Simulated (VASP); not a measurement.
# W (P6_3/mmc) in VASP: a series of runs, part 2 of 2

VASP 6.6.1. Earlier steps stand in the parts before.

## 4. Relaxation of cell and atoms, PBE

INCAR reads:

```
  ALGO = Normal
  EDIFF = 1E-6
  EDIFFG = -0.02
  ENCUT = 600
  GGA = PE
  IBRION = 2
  ISIF = 3
  ISMEAR = -1
  LASPH = T
  LCHARG = F
  LREAL = F
  LWAVE = F
  NELM = 100
  NSW = 50
  PREC = Accurate
  SIGMA = 0.05
```

KPOINTS reads:

```
k-points
0
Gamma
  19 19 10
```

POSCAR reads:

```
W
1.0
    2.7764073753      0.0000000000      0.0000000000
   -1.3882036876      2.4044393182      0.0000000000
    0.0000000000      0.0000000000      4.9504099456
W
2
Direct
    0.3333333333      0.6666666667      0.2500000000
    0.6666666667      0.3333333333      0.7500000000
```

Potentials or basis: VASP PAW PBE potentials, release 64 (W_sv).

Started as:

```sh
$ cat potpaw_PBE.64/W_sv/POTCAR > POTCAR
$ mpirun -np 1 vasp_std > vasp.out
```

OUTCAR:

```text
EDIFF = 1E-6
   EDIFFG = -0.02
   ENCUT = 600
   GGA = PE
   IBRION = 2
   ISIF = 3
   ISMEAR = -1
   LASPH = T
   LREAL = F
   NELM = 100
   NSW = 50
   PREC = Accurate

 ion  position               nearest neighbor table
   1  0.333  0.667  0.250-   2 2.95   2 2.95   2 2.95   2 2.95   2 2.95   2 2.95
   2  0.667  0.333  0.750-   1 2.95   1 2.95   1 2.95   1 2.95   1 2.95   1 2.95

  LATTYP: Found a hexagonal cell.
 ALAT       =     2.7764073753
 C/A-ratio  =     1.7830272278

  Lattice vectors:

 A1 = (   2.7764073753,   0.0000000000,   0.0000000000)
 A2 = (  -1.3882036876,   2.4044393182,   0.0000000000)
 A3 = (   0.0000000000,   0.0000000000,   4.9504099456)

Analysis of symmetry for initial positions (statically):
=====================================================================
 Subroutine PRICEL returns:
 Original cell was already a primitive cell.

 Routine SETGRP: Setting up the symmetry group for a
 hexagonal supercell.

 Subroutine GETGRP returns: Found 24 space group operations
 (whereof 12 operations were pure point group operations)
 out of a pool of 24 trial point group operations.

The static configuration has the point symmetry D_3d.
 The point group associated with its full space group is D_6h.

Analysis of symmetry for dynamics (positions and initial velocities):
=====================================================================
 Subroutine PRICEL returns:
 Original cell was already a primitive cell.

 Routine SETGRP: Setting up the symmetry group for a
 hexagonal supercell.

 Subroutine GETGRP returns: Found 24 space group operations
 (whereof 12 operations were pure point group operations)
 out of a pool of 24 trial point group operations.

The dynamic configuration has the point symmetry D_3d.
 The point group associated with its full space group is D_6h.

 Subroutine INISYM returns: Found 24 space group operations
 (whereof 12 operations are pure point group operations),
 and found     1 'primitive' translations

----------------------------------------------------------------------------------------

                                     Primitive cell

  volume of cell :      33.0475

  direct lattice vectors                    reciprocal lattice vectors
     2.776407375  0.000000000  0.000000000     0.360177692  0.207948687  0.000000000
    -1.388203688  2.404439318  0.000000000     0.000000000  0.415897375  0.000000000
     0.000000000  0.000000000  4.950409946     0.000000000  0.000000000  0.202003473

  length of vectors
     2.776407375  2.776407375  4.950409946     0.415897375  0.415897375  0.202003473

  position of ions in fractional coordinates (direct lattice)
     0.333333333  0.666666667  0.250000000
     0.666666667  0.333333333  0.750000000

  ion indices of the primitive-cell ions
   primitive index   ion index
                 1           1
                 2           2

----------------------------------------------------------------------------------------

 KPOINTS: k-points

Automatic generation of k-mesh.
 Grid dimensions read from file:
 generate k-points for:   19   19   10

 Generating k-lattice:

  Cartesian coordinates                     Fractional coordinates (reciprocal lattice)
     0.018956721  0.010944668  0.000000000     0.052631579  0.000000000  0.000000000
     0.000000000  0.021889336  0.000000000     0.000000000  0.052631579  0.000000000
[... 42 lines left out ...]
   total plane-waves  NPLWV =  23040
   dimension x,y,z NGX =    24 NGY =   24 NGZ =   40
   dimension x,y,z NGXF=    48 NGYF=   48 NGZF=   80
   ions per type =               2
   NGX,Y,Z   is equivalent  to a cutoff of  14.37, 14.37, 13.43 a.u.
   NGXF,Y,Z  is equivalent  to a cutoff of  28.74, 28.74, 26.87 a.u.
 SYSTEM =  unknown system
   PREC   = accura    normal or accurate (medium, high low for compatibility)
   ISTART =      0    job   : 0-new  1-cont  2-samecut
   ICHARG =      2    charge: 1-file 2-atom 10-const
   ISPIN  =      1    spin polarized calculation?
   LNONCOLLINEAR =      F non collinear calculations
   LSORBIT =      F    spin-orbit coupling
   LASPH  =      T    aspherical Exc in radial PAW
   ENCUT  =  600.0 eV  44.10 Ry    6.64 a.u.   5.55  5.55  9.89*2*pi/ulx,y,z
   NELM   =    100;   NELMIN=  2; NELMDL= -5     # of ELM steps
   EDIFF  = 0.1E-05   stopping-criterion for ELM
   LREAL  =      F    real-space projection
   EDIFFG = -.2E-01   stopping-criterion for IOM
   NSW    =     50    number of steps for IOM
   IBRION =      2    ionic relax: 0-MD 1-quasi-New 2-CG
   NFREE  =      1    steps in history (QN), initial steepest desc. (CG)
   ISIF   =      3    stress and relaxation
   ISYM   =      2    0-nonsym 1-usesym 2-fastsym
   POTIM  = 0.5000    time-step for ionic-motion
   TEBEG  =    0.0;   TEEND  =   0.0 temperature during run
   PSTRESS=    0.0 pullay stress
   NELECT =      28.0000    total number of electrons
   NUPDOWN=      -1.0000    fix difference up-down
   EMIN   =  10.00;   EMAX   =-10.00  energy-range for DOS
   EFERMI =   0.00;   METHOD = LEGACY
   ISMEAR =    -1;   SIGMA  =   0.05  broadening in eV -4-tet -1-fermi 0-gaus
   EFERMI_NEDOS =   21; number of points for ismear=-14 and -15
   IALGO  =     38    algorithm
   IMIX   =      4    mixing-type and parameters
     AMIX     =   0.40;   BMIX     =  1.00
     AMIX_MAG =   1.60;   BMIX_MAG =  1.00
  volume/ion in A,a.u.               =      16.52       111.51
  Fermi-wavevector in a.u.,A,eV,Ry     =   1.549107  2.927388 32.650348  2.399733
  Thomas-Fermi vector in A             =   2.653962
   LORBIT       =      0    0 simple, 1 ext, 2 COOP (PROOUT), +10 PAW based schemes
   GGA     = PE    functional components
   LHFCALC =     F    Hartree Fock is set to
   AEXX    =    0.0000 exact exchange contribution
   IVDW    =     0    specifies the selected vdW correction
   LEPSILON=     F    determine dielectric tensor
   LRPA    =     F    only Hartree local field effects (RPA)
 conjugate gradient relaxation of ions
 non-spin polarized calculation
  energy-cutoff  :      600.00
  volume of cell :       33.05
 maximum number of plane-waves:      1129
 NGX is ok and might be reduce to    24
   NGX = 11   NGY = 11   NGZ = 19

--------------------------------------- Ionic step        1  -------------------------------------------

 number of electron      28.0000002 magnetization

 Free energy of the ion-electron system (eV)
  ---------------------------------------------------
  ext. energy  EPLUGINS =         0.00000000
  ---------------------------------------------------
  free energy    TOTEN  =       -24.91767867 eV

  energy without entropy =      -24.90057166  energy(sigma->0) =      -24.90912517

------------------------ aborting loop because EDIFF is reached ----------------------------------------

  FORCE on cell =-STRESS in cart. coord.  units (eV):
  Direction    XX          YY          ZZ          XY          YZ          ZX
  --------------------------------------------------------------------------------------
  -------------------------------------------------------------------------------------
  Total        0.1096552      0.1096552      0.0737831      0.0000000      0.0000000      0.0000000
  in kB        5.3162042      5.3162042      3.5770835      0.0000000      0.0000000      0.0000000
  external PRESSURE =       4.7364973 kB  Pullay stress =       0.0000000 kB
[... 59 lines left out ...]
--------------------------------------- Ionic step        3  -------------------------------------------

 number of electron      28.0000002 magnetization

 Free energy of the ion-electron system (eV)
  ---------------------------------------------------
  ext. energy  EPLUGINS =         0.00000000
  ---------------------------------------------------
  free energy    TOTEN  =       -24.91778172 eV

  energy without entropy =      -24.90064638  energy(sigma->0) =      -24.90921405

 E-fermi :  10.4580     XC(G=0): -13.3788

 val. band max:       10.4563042850   @ k =   0.3684   0.1053   0.1000
 cond. band min:      10.4697763797   @ k =   0.2632   0.1579   0.0000
 fundamental gap:      0.0134720947
 Fermi energy:        10.4579930727

 k-point     1 :       0.0000    0.0000    0.0000
  band No.  band energies     occupation
      1     -63.3199      2.00000
      2     -63.2516      2.00000
      3     -28.0230      2.00000
      4     -27.1374      2.00000
      5     -26.9437      2.00000
      6     -26.9437      2.00000
[... 481 lines left out ...]
      5     -27.6476      2.00000
      6     -27.2558      2.00000
[... 10 lines left out ...]
     17      14.6709      0.00000
     18      14.6968      0.00000

 [... further k-points ...]

------------------------ aborting loop because EDIFF is reached ----------------------------------------

  FORCE on cell =-STRESS in cart. coord.  units (eV):
  Direction    XX          YY          ZZ          XY          YZ          ZX
  --------------------------------------------------------------------------------------
  -------------------------------------------------------------------------------------
  Total        0.0039739      0.0039739      0.0046825      0.0000000     -0.0000000      0.0000000
  in kB        0.1923115      0.1923115      0.2266019      0.0000000     -0.0000000      0.0000000
  external PRESSURE =       0.2037416 kB  Pullay stress =       0.0000000 kB
[... 17 lines left out ...]
  FREE ENERGIE OF THE ION-ELECTRON SYSTEM (eV)
  ---------------------------------------------------
  free  energy   TOTEN  =       -24.9177817179 eV

  energy  without entropy=      -24.9006463825  energy(sigma->0) =      -24.90921405

 reached required accuracy - stopping structural energy minimisation
```

OSZICAR:

```text
N       E                     dE             d eps       ncg     rms          rms(c)
DAV:   1     0.306087227059E+03    0.30609E+03   -0.19331E+04  8640   0.201E+03
DAV:   2    -0.162271157831E+02   -0.32231E+03   -0.31816E+03  9448   0.542E+02
[... 19 lines left out ...]
DAV:   1    -0.249250068607E+02   -0.80579E-02   -0.19586E-01  8684   0.569E+00    0.105E+00
DAV:   2    -0.249189044197E+02    0.61024E-02   -0.12461E-02  8674   0.119E+00    0.261E-01
DAV:   3    -0.249177597312E+02    0.11447E-02   -0.40231E-03  9672   0.623E-01    0.181E-01
DAV:   4    -0.249178045478E+02   -0.44817E-04   -0.11693E-04  9198   0.116E-01    0.684E-02
DAV:   5    -0.249177820459E+02    0.22502E-04   -0.10551E-04 10010   0.106E-01    0.338E-03
DAV:   6    -0.249177817179E+02    0.32801E-06   -0.15478E-06  6002   0.144E-02
   3 F= -.24917782E+02 E0= -.24909214E+02  d E =-.103048E-03
```

CONTCAR:

```text
W
   1.00000000000000
     2.7782851878603179    0.0000000000000390    0.0000000000000000
    -1.3891425938800914    2.4060655515806313   -0.0000000000000000
     0.0000000000000000    0.0000000000000000    4.9526628234248049
  W
     2
Direct
     0.3333333332999970    0.6666666667000030    0.2500000000000000
     0.6666666667000030    0.3333333332999970    0.7500000000000000

  0.00000000E+00  0.00000000E+00  0.00000000E+00
  0.00000000E+00  0.00000000E+00  0.00000000E+00
```

Wall time 6.1 min (1 thread of Intel Xeon 8259CL, shared host); peak memory 0.28 GiB.

What came out:

| Item | Value |
| --- | --- |
| Free energy | -24.9178 eV |
| Relaxed volume | 16.55 Å³/atom |
| Relaxed cell | a = 2.778 Å, b = 2.778 Å, c = 4.953 Å, α = 90.00°, β = 90.00°, γ = 120.00° |
| Space group after relaxing (to 0.05 Å) | P6_3/mmc (No. 194) |
| Energy gained by relaxing | 0.1 meV/atom |
| Ionic steps | 3 |
| Pressure after relaxing | 0.0 GPa |
| Band gap on the k mesh | zero (band 14 reaches 11.79 eV, above the bottom of band 15 at 10.05 eV) |

Step by step:
| step | energy change (eV) | largest force (eV/Å) | pressure (GPa) | volume (Å³) |
| --- | --- | --- | --- | --- |
| 1 | 0.0000 | 0.0000 | 0.47 | 33.05 |
| 2 | 0.0007 | 0.0000 | -1.49 | 33.28 |
| 3 | -0.0001 | 0.0000 | 0.02 | 33.11 |

Final structure:
```
W
1.0
     2.77829    0.00000    0.00000
    -1.38914    2.40607    0.00000
     0.00000    0.00000    4.95266
W
2
Direct
  0.33333 0.66667 0.25000
  0.66667 0.33333 0.75000
```

Levels at points of the mesh, in eV from the Fermi level:
```
           k point  band 10  band 11  band 12  band 13  band 14  band 15  band 16  band 17  band 18
(0.00, 0.00, 0.00)    -5.85    -1.67    -0.41    -0.41    -0.31     0.16     0.16     2.01     2.01
(0.00, 0.00, 0.50)    -7.10    -2.11    -2.11    -0.37    -0.37    -0.37    -0.37     3.49     3.49
```

Caveat: spin-orbit coupling is left out, which moves the levels of the heavy elements.

## 5. Overview

| task | cell | cutoff (eV) | gap on the mesh (eV) | pressure (GPa) |
| --- | --- | --- | --- | --- |
| single point | a = 2.776, b = 2.776, c = 4.950 Å, angles 90.0, 90.0, 120.0°, 2 atoms | 520 | none | 0.4 |
| single point | a = 2.786, b = 2.786, c = 4.967 Å, angles 90.0, 90.0, 120.0°, 2 atoms | 520 | none | -2.4 |
| relaxation of cell and atoms | relaxed from a = 2.776, b = 2.776, c = 4.950 Å, angles 90.0, 90.0, 120.0°, 2 atoms | 600 | none | 0.0 |

Alike in all rows: level PBE; potentials or basis VASP PAW PBE potentials, release 64 (W_sv); no spin polarisation; k mesh 19 × 19 × 10; smearing fermi-dirac 0.05 eV.

Caveats: spin-orbit coupling is left out, which moves the levels of the heavy elements.

Total energies depend on the potentials used, so only differences within one code and one set of settings carry meaning.
